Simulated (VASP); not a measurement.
# Pb in VASP: a series of runs

The runs below take Pb through single point, with LDA.

Program: VASP 6.6.1. These are calculated values, not measurements. Logs are shortened: lines on timing, memory, paths and dates and some standing lists are left out, and cuts for length are marked.

### 1 The cell of the first run

It takes space group Fd-3m (No. 227, cubic). Conventional cell: a = 6.969 Å, b = 6.969 Å, c = 6.969 Å, α = 90.00°, β = 90.00°, γ = 90.00°. Pb (site symmetry -43m) has 4 Pb at 3.02 Å within 4.0 Å.

### 2 Single point, LDA (volume scaled by 1.04)

INCAR reads:

```
SYSTEM = Pb
PREC = Accurate
ENCUT = 520
EDIFF = 1E-6
ISMEAR = -1
SIGMA = 0.05
LREAL = .False.
LASPH = .True.
NELM = 80
ALGO = Normal
ISIF = 2
LWAVE = .False.
LCHARG = .False.
NBANDS = 21
```

KPOINTS reads:

```
Automatic mesh
0
Gamma
  8 8 8
  0 0 0
```

POSCAR reads:

```
Pb
1.0
    0.0000000000      3.4842552460      3.4842552460
    3.4842552460      0.0000000000      3.4842552460
    3.4842552460      3.4842552460      0.0000000000
Pb
2
Direct
    0.0000000000      0.0000000000      0.0000000000
    0.2500000000      0.2500000000      0.2500000000
```

Potentials or basis: VASP PAW LDA potentials, release 64 (Pb_d).

The run is started by

```sh
> cat potpaw_LDA.64/Pb_d/POTCAR > POTCAR
> mpirun -np 1 vasp_std > vasp.out
```

OUTCAR:

```text
SYSTEM = Pb
   PREC = Accurate
   ENCUT = 520
   EDIFF = 1E-6
   ISMEAR = -1
   LREAL = .False.
   LASPH = .True.
   NELM = 80
   ISIF = 2

 ion  position               nearest neighbor table
   1  0.000  0.000  0.000-   2 3.02   2 3.02   2 3.02   2 3.02
   2  0.250  0.250  0.250-   1 3.02   1 3.02   1 3.02   1 3.02

  LATTYP: Found a face centered cubic cell.
 ALAT       =     6.9685104920

  Lattice vectors:

 A1 = (   0.0000000000,   3.4842552460,   3.4842552460)
 A2 = (   3.4842552460,   0.0000000000,   3.4842552460)
 A3 = (   3.4842552460,   3.4842552460,   0.0000000000)

Analysis of symmetry for initial positions (statically):
=====================================================================
 Subroutine PRICEL returns:
 Original cell was already a primitive cell.

 Routine SETGRP: Setting up the symmetry group for a
 face centered cubic supercell.

 Subroutine GETGRP returns: Found 48 space group operations
 (whereof 24 operations were pure point group operations)
 out of a pool of 48 trial point group operations.

The static configuration has the point symmetry T_d .
 The point group associated with its full space group is O_h .

Analysis of symmetry for dynamics (positions and initial velocities):
=====================================================================
 Subroutine PRICEL returns:
 Original cell was already a primitive cell.

 Routine SETGRP: Setting up the symmetry group for a
 face centered cubic supercell.

 Subroutine GETGRP returns: Found 48 space group operations
 (whereof 24 operations were pure point group operations)
 out of a pool of 48 trial point group operations.

The dynamic configuration has the point symmetry T_d .
 The point group associated with its full space group is O_h .

 Subroutine INISYM returns: Found 48 space group operations
 (whereof 24 operations are pure point group operations),
 and found     1 'primitive' translations

----------------------------------------------------------------------------------------

                                     Primitive cell

  volume of cell :      84.5980

  direct lattice vectors                    reciprocal lattice vectors
     0.000000000  3.484255246  3.484255246    -0.143502690  0.143502690  0.143502690
     3.484255246  0.000000000  3.484255246     0.143502690 -0.143502690  0.143502690
     3.484255246  3.484255246  0.000000000     0.143502690  0.143502690 -0.143502690

  length of vectors
     4.927481024  4.927481024  4.927481024     0.248553950  0.248553950  0.248553950

  position of ions in fractional coordinates (direct lattice)
     0.000000000  0.000000000  0.000000000
     0.250000000  0.250000000  0.250000000

  ion indices of the primitive-cell ions
   primitive index   ion index
                 1           1
                 2           2

----------------------------------------------------------------------------------------

 KPOINTS: Automatic mesh

Automatic generation of k-mesh.
 Grid dimensions read from file:
 generate k-points for:    8    8    8

 Generating k-lattice:

  Cartesian coordinates                     Fractional coordinates (reciprocal lattice)
    -0.017937836  0.017937836  0.017937836     0.125000000  0.000000000  0.000000000
     0.017937836 -0.017937836  0.017937836     0.000000000  0.125000000  0.000000000
     0.017937836  0.017937836 -0.017937836     0.000000000  0.000000000  0.125000000

  Length of vectors
     0.031069244  0.031069244  0.031069244

  Shift w.r.t. Gamma in fractional coordinates (k-lattice)
     0.000000000  0.000000000  0.000000000

 Subroutine IBZKPT returns following result:
 ===========================================

 Found     29 irreducible k-points:

 Following reciprocal coordinates:
            Coordinates               Weight
  0.000000  0.000000  0.000000      1.000000
  0.125000  0.000000  0.000000      8.000000
  0.250000  0.000000  0.000000      8.000000
  0.375000  0.000000  0.000000      8.000000
  0.500000  0.000000  0.000000      4.000000
  0.125000  0.125000  0.000000      6.000000
[... 16 lines left out ...]
  0.500000  0.250000  0.125000     48.000000
 -0.375000  0.250000  0.125000     24.000000
 [... further k-points ...]
   k-points           NKPTS =     29   k-points in BZ     NKDIM =     29   number of bands    NBANDS=     21
   number of dos      NEDOS =    301   number of ions     NIONS =      2
   total plane-waves  NPLWV =  64000
   dimension x,y,z NGX =    40 NGY =   40 NGZ =   40
   dimension x,y,z NGXF=    80 NGYF=   80 NGZF=   80
   ions per type =               2
   NGX,Y,Z   is equivalent  to a cutoff of  13.50, 13.50, 13.50 a.u.
   NGXF,Y,Z  is equivalent  to a cutoff of  26.99, 26.99, 26.99 a.u.
 SYSTEM =  Pb
   PREC   = accura    normal or accurate (medium, high low for compatibility)
   ISTART =      0    job   : 0-new  1-cont  2-samecut
   ICHARG =      2    charge: 1-file 2-atom 10-const
   ISPIN  =      1    spin polarized calculation?
   LNONCOLLINEAR =      F non collinear calculations
   LSORBIT =      F    spin-orbit coupling
   LASPH  =      T    aspherical Exc in radial PAW
   ENCUT  =  520.0 eV  38.22 Ry    6.18 a.u.   9.16  9.16  9.16*2*pi/ulx,y,z
   NELM   =     80;   NELMIN=  2; NELMDL= -5     # of ELM steps
   EDIFF  = 0.1E-05   stopping-criterion for ELM
   LREAL  =      F    real-space projection
   EDIFFG = 0.1E-04   stopping-criterion for IOM
   NSW    =      0    number of steps for IOM
   IBRION =     -1    ionic relax: 0-MD 1-quasi-New 2-CG
   NFREE  =      0    steps in history (QN), initial steepest desc. (CG)
   ISIF   =      2    stress and relaxation
   ISYM   =      2    0-nonsym 1-usesym 2-fastsym
   POTIM  = 0.5000    time-step for ionic-motion
   TEBEG  =    0.0;   TEEND  =   0.0 temperature during run
   PSTRESS=    0.0 pullay stress
   NELECT =      28.0000    total number of electrons
   NUPDOWN=      -1.0000    fix difference up-down
   EMIN   =  10.00;   EMAX   =-10.00  energy-range for DOS
   EFERMI =   0.00;   METHOD = LEGACY
   ISMEAR =    -1;   SIGMA  =   0.05  broadening in eV -4-tet -1-fermi 0-gaus
   EFERMI_NEDOS =   21; number of points for ismear=-14 and -15
   IALGO  =     38    algorithm
   IMIX   =      4    mixing-type and parameters
     AMIX     =   0.40;   BMIX     =  1.00
     AMIX_MAG =   1.60;   BMIX_MAG =  1.00
  volume/ion in A,a.u.               =      42.30       285.45
  Fermi-wavevector in a.u.,A,eV,Ry     =   1.132420  2.139964 17.447773  1.282375
  Thomas-Fermi vector in A             =   2.269121
   LORBIT       =      0    0 simple, 1 ext, 2 COOP (PROOUT), +10 PAW based schemes
   GGA     = CA    functional components
   LHFCALC =     F    Hartree Fock is set to
   AEXX    =    0.0000 exact exchange contribution
   IVDW    =     0    specifies the selected vdW correction
   LEPSILON=     F    determine dielectric tensor
   LRPA    =     F    only Hartree local field effects (RPA)
 non-spin polarized calculation
  energy-cutoff  :      520.00
  volume of cell :       84.60
 maximum number of plane-waves:      2286
 NGX is ok and might be reduce to    40
   NGX = 19   NGY = 19   NGZ = 19

 number of electron      27.9999998 magnetization

 Free energy of the ion-electron system (eV)
  ---------------------------------------------------
  ext. energy  EPLUGINS =         0.00000000
  ---------------------------------------------------
  free energy    TOTEN  =        -7.86549941 eV

  energy without entropy =       -7.86117181  energy(sigma->0) =       -7.86333561

 E-fermi :   3.7480     XC(G=0):  -8.5976

 val. band max:        3.4659471057   @ k =   0.1250   0.1250   0.0000
 cond. band min:       3.7674837545   @ k =  -0.1250   0.1250   0.0000
 fundamental gap:      0.3015366488
 Fermi energy:         3.7480325882

 k-point     1 :       0.0000    0.0000    0.0000
  band No.  band energies     occupation
      1     -13.3776      2.00000
      2     -13.3776      2.00000
      3     -13.3776      2.00000
      4     -13.3043      2.00000
      5     -13.3043      2.00000
      6     -12.9132      2.00000
[... 13 lines left out ...]
     20      11.6076      0.00000
     21      11.6077      0.00000

 k-point     2 :       0.1250    0.0000    0.0000
  band No.  band energies     occupation
      1     -13.3912      2.00000
      2     -13.3912      2.00000
      3     -13.3742      2.00000
      4     -13.2848      2.00000
      5     -13.2848      2.00000
      6     -12.9381      2.00000
[... 13 lines left out ...]
     20      10.9451      0.00000
     21      10.9451      0.00000

 k-point     3 :       0.2500    0.0000    0.0000
  band No.  band energies     occupation
      1     -13.4094      2.00000
      2     -13.4094      2.00000
      3     -13.3656      2.00000
      4     -13.2538      2.00000
      5     -13.2538      2.00000
      6     -12.9651      2.00000
[... 13 lines left out ...]
     20      10.7496      0.00000
     21      10.7496      0.00000

 k-point     4 :       0.3750    0.0000    0.0000
  band No.  band energies     occupation
      1     -13.4193      2.00000
      2     -13.4193      2.00000
      3     -13.3566      2.00000
      4     -13.2338      2.00000
      5     -13.2338      2.00000
      6     -12.9799      2.00000
[... 13 lines left out ...]
     20      11.3198      0.00000
     21      11.3198      0.00000

 k-point     5 :       0.5000    0.0000    0.0000
  band No.  band energies     occupation
      1     -13.4220      2.00000
      2     -13.4220      2.00000
      3     -13.3526      2.00000
      4     -13.2280      2.00000
      5     -13.2280      2.00000
      6     -12.9836      2.00000
[... 13 lines left out ...]
     20      11.4151      0.00000
     21      11.9879      0.00000

 k-point     6 :       0.1250    0.1250    0.0000
  band No.  band energies     occupation
      1     -13.3895      2.00000
      2     -13.3881      2.00000
      3     -13.3881      2.00000
      4     -13.2884      2.00000
      5     -13.2643      2.00000
      6     -12.9810      2.00000
[... 13 lines left out ...]
     20       9.9708      0.00000
     21      11.9599      0.00000

 k-point     7 :       0.2500    0.1250    0.0000
  band No.  band energies     occupation
      1     -13.4142      2.00000
      2     -13.4029      2.00000
      3     -13.3735      2.00000
      4     -13.2633      2.00000
      5     -13.2289      2.00000
      6     -13.0209      2.00000
[... 13 lines left out ...]
     20      10.0532      0.00000
     21      11.5865      0.00000
[... 291 lines left out ...]
      1     -13.4684      2.00000
      2     -13.4411      2.00000
      3     -13.2813      2.00000
      4     -13.1764      2.00000
      5     -13.1190      2.00000
      6     -13.1002      2.00000
[... 13 lines left out ...]
     20      11.7648      0.00000
     21      13.2923      0.00000

 k-point    21 :       0.5000    0.5000    0.0000
  band No.  band energies     occupation
      1     -13.4400      2.00000
      2     -13.4400      2.00000
      3     -13.2838      2.00000
      4     -13.2838      2.00000
      5     -13.0974      2.00000
      6     -13.0974      2.00000
[... 13 lines left out ...]
     20      11.6134      0.00000
     21      13.7678      0.00000

 k-point    22 :       0.3750    0.2500    0.1250
  band No.  band energies     occupation
      1     -13.4277      2.00000
      2     -13.4250      2.00000
      3     -13.3505      2.00000
      4     -13.2394      2.00000
      5     -13.1910      2.00000
      6     -13.0630      2.00000
[... 13 lines left out ...]
     20      10.8423      0.00000
     21      11.6084      0.00000

 k-point    23 :       0.5000    0.2500    0.1250
  band No.  band energies     occupation
      1     -13.4500      2.00000
      2     -13.4358      2.00000
      3     -13.3137      2.00000
      4     -13.2119      2.00000
      5     -13.1673      2.00000
      6     -13.0815      2.00000
[... 13 lines left out ...]
     20      10.9918      0.00000
     21      11.9995      0.00000

 k-point    24 :      -0.3750    0.2500    0.1250
  band No.  band energies     occupation
      1     -13.4593      2.00000
      2     -13.4385      2.00000
      3     -13.2964      2.00000
      4     -13.1918      2.00000
      5     -13.1695      2.00000
      6     -13.0760      2.00000
[... 13 lines left out ...]
     20      11.4644      0.00000
     21      12.1790      0.00000

 [... further k-points ...]
[... 5 lines left out ...]
  --------------------------------------------------------------------------------------
  -------------------------------------------------------------------------------------
  Total       -0.9711658     -0.9711658     -0.9711658      0.0000000      0.0000000     -0.0000000
  in kB      -18.3926411    -18.3926411    -18.3926411      0.0000000      0.0000000     -0.0000000
  external PRESSURE =     -18.3926411 kB  Pullay stress =       0.0000000 kB

 VOLUME and BASIS-vectors are now :
 -----------------------------------------------------------------------------
  energy-cutoff  :      520.00
  volume of cell :       84.60
      direct lattice vectors                 reciprocal lattice vectors
     0.000000000  3.484255246  3.484255246    -0.143502690  0.143502690  0.143502690
     3.484255246  0.000000000  3.484255246     0.143502690 -0.143502690  0.143502690
     3.484255246  3.484255246  0.000000000     0.143502690  0.143502690 -0.143502690

 POSITION                                       TOTAL-FORCE (eV/Angst)
 -----------------------------------------------------------------------------------
      0.00000      0.00000      0.00000         0.000000      0.000000      0.000000
      1.74213      1.74213      1.74213        -0.000000     -0.000000     -0.000000
 -----------------------------------------------------------------------------------
    total drift:                               -0.000000     -0.000000      0.000000

  FREE ENERGIE OF THE ION-ELECTRON SYSTEM (eV)
  ---------------------------------------------------
  free  energy   TOTEN  =        -7.8654994097 eV

  energy  without entropy=       -7.8611718070  energy(sigma->0) =       -7.86333561
```

Run time: 20 s. Hardware: 1 thread of Intel Xeon 6975P-C (Granite Rapids), shared host; peak memory 0.2 GiB.

What came out:

| Quantity | Value |
| --- | --- |
| Free energy | -7.8655 eV |
| Pressure | -1.8 GPa |
| Band gap on the k mesh | zero (band 14 reaches 4.08 eV, above the bottom of band 15 at 2.99 eV) |

Levels at points of the mesh, in eV from the Fermi level:
| k point | band 11 | band 12 | band 13 | band 14 | band 15 | band 16 | band 17 | band 18 |
| --- | --- | --- | --- | --- | --- | --- | --- | --- |
| (0.00, 0.00, 0.00) | -10.98 | -4.21 | 0.34 | 0.34 | 0.34 | 2.32 | 2.32 | 2.32 |
| (0.50, 0.00, 0.00) | -9.70 | -7.11 | -1.04 | -0.75 | -0.75 | 3.41 | 3.41 | 5.34 |
| (0.50, 0.50, 0.00) | -8.46 | -8.46 | -1.92 | -1.92 | 0.79 | 0.79 | 6.85 | 6.85 |

Caveat: spin-orbit coupling is left out, which moves the levels of the heavy elements.

(Continued in part 2 of 2.)
